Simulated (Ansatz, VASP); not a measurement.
Ru in VASP and in Ansatz

File INCAR:

```
PREC = Accurate
ENCUT = 520
EDIFF = 1E-8
ISMEAR = -1
SIGMA = 0.05
LREAL = False
LASPH = True
NELM = 80
ALGO = Normal
ISIF = 2
LWAVE = False
LCHARG = False
GGA = PS
LEFG = True
NBANDS = 13
```

File KPOINTS:

```
regular mesh
0
Gamma
  16 16 16
```

The input POSCAR:

```
Ru
1.0
    0.0000000000      1.9054056433      1.9054056433
    1.9054056433      0.0000000000      1.9054056433
    1.9054056433      1.9054056433      0.0000000000
Ru
1
Direct
    0.0000000000      0.0000000000      0.0000000000
```

Input for Ansatz:

```yaml
crystal:
  lattice:
    - [0.0, 1.9054056433, 1.9054056433]
    - [1.9054056433, 0.0, 1.9054056433]
    - [1.9054056433, 1.9054056433, 0.0]
  atoms:
    - { symbol: Ru, position: [0.0, 0.0, 0.0] }
kpoints:
  mp_grid: { grid: [16, 16, 16] }
  band_path:
    path:
      - [0.0, 0.0, 0.0]
      - [0.5, 0.0, 0.5]
      - [0.625, 0.25, 0.625]
      - [0.375, 0.375, 0.75]
      - [0.0, 0.0, 0.0]
      - [0.5, 0.5, 0.5]
      - [0.5, 0.25, 0.75]
      - [0.5, 0.0, 0.5]
    npoints: 5
scf:
  occupations: { method: fermi_dirac, width: 0.05 }
hamiltonian:
  xc: pbesol
  pseudopotentials: { kind: paw }
output:
  forces: true
  stress: true
  eigenvalues: true
  efg: { contact_densities: true }
  write_density: true
  write_potential: true
  elf: true
  volumetric_format: npy
```

Alike in both runs: task electric field gradients; functional PBEsol; k mesh 16 × 16 × 16; occupations fermi-dirac, width 0.05 eV; no spin polarisation.

```csv
,VASP,Ansatz
version,VASP 6.6.1,Ansatz 0.2.0
potentials or method,"VASP PAW PBE potentials, release 64 (Ru_pv)","PAW with Ansatz's default frozen-core files, scalar-relativistic"
plane-wave cutoff (eV),520,420
valence electrons in the cell,14,16
```

```tsv
	VASP	Ansatz	Ansatz less VASP
pressure (GPa)	-10.6	-10.5	+0.11
```

VASP's potentials were made for PBE, not for PBEsol. VASP's potentials hold 14 valence electrons a cell and Ansatz's 16, so a difference there can come from the potentials and not from the codes.
